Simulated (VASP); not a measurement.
Input of a VASP 6.6.1 run:

File INCAR:

```
PREC     = Accurate       # precision mode
ENCUT    = 520            # plane-wave cutoff, eV
EDIFF    = 1E-7           # SCF threshold, eV
ISMEAR   = -1             # smearing method
SIGMA    = 0.05           # smearing width, eV
LREAL    = Auto         
LASPH    = True           # aspherical terms in the spheres
NELM     = 80             # most SCF steps
ALGO     = Normal         # electronic algorithm
ISIF     = 2              # what is computed and relaxed
LWAVE    = False          # write WAVECAR
LCHARG   = False          # write CHGCAR
GGA      = PE             # functional
IVDW     = 12             # dispersion correction
NBANDS   = 54             # bands
```

The input KPOINTS:

```
Automatic mesh
0
Gamma
  4 4 4
```

File POSCAR:

```
Sb
1.0
    4.3338661896      2.5021588112      7.4279301246
   -4.3338661896      2.5021588112      7.4279301246
    0.0000000000     -5.0043176224      7.4279301246
Sb
16
Direct
    0.1177393773      0.1177393773      0.1177393773
    0.3822606227      0.3822606227      0.3822606227
    0.1177393773      0.1177393773      0.6177393773
    0.3822606227      0.3822606227      0.8822606227
    0.1177393773      0.6177393773      0.1177393773
    0.3822606227      0.8822606227      0.3822606227
    0.1177393773      0.6177393773      0.6177393773
    0.3822606227      0.8822606227      0.8822606227
    0.6177393773      0.1177393773      0.1177393773
    0.8822606227      0.3822606227      0.3822606227
    0.6177393773      0.1177393773      0.6177393773
    0.8822606227      0.3822606227      0.8822606227
    0.6177393773      0.6177393773      0.1177393773
    0.8822606227      0.8822606227      0.3822606227
    0.6177393773      0.6177393773      0.6177393773
    0.8822606227      0.8822606227      0.8822606227
```

Potentials or basis: VASP PAW PBE potentials, release 64 (Sb).

The run is started by

```console
$ cat potpaw_PBE.64/Sb/POTCAR > POTCAR
$ mpirun -np 1 vasp_std > vasp.out
```

Estimate the pressure.

-0.6 GPa.

Estimate the largest force.

0.004 eV/Å.

Estimate the band gap on the k mesh.

zero (band 40 reaches 7.33 eV, above the bottom of band 41 at 7.08 eV).

Forces in eV/Å, atoms in the order of the input:
```
Sb   0.000  0.000 -0.004
Sb   0.000  0.000  0.004
Sb   0.000  0.000 -0.004
Sb   0.000  0.000  0.004
Sb   0.000  0.000 -0.004
Sb   0.000  0.000  0.004
Sb   0.000  0.000 -0.004
Sb   0.000  0.000  0.004
Sb   0.000  0.000 -0.004
Sb   0.000  0.000  0.004
Sb   0.000  0.000 -0.004
Sb   0.000  0.000  0.004
Sb   0.000  0.000 -0.004
Sb   0.000  0.000  0.004
Sb   0.000  0.000 -0.004
Sb   0.000  0.000  0.004
```

Caveat: spin-orbit coupling is left out, which moves the levels of the heavy elements; pairwise dispersion overbinds metals, which lowers pressure and volume.
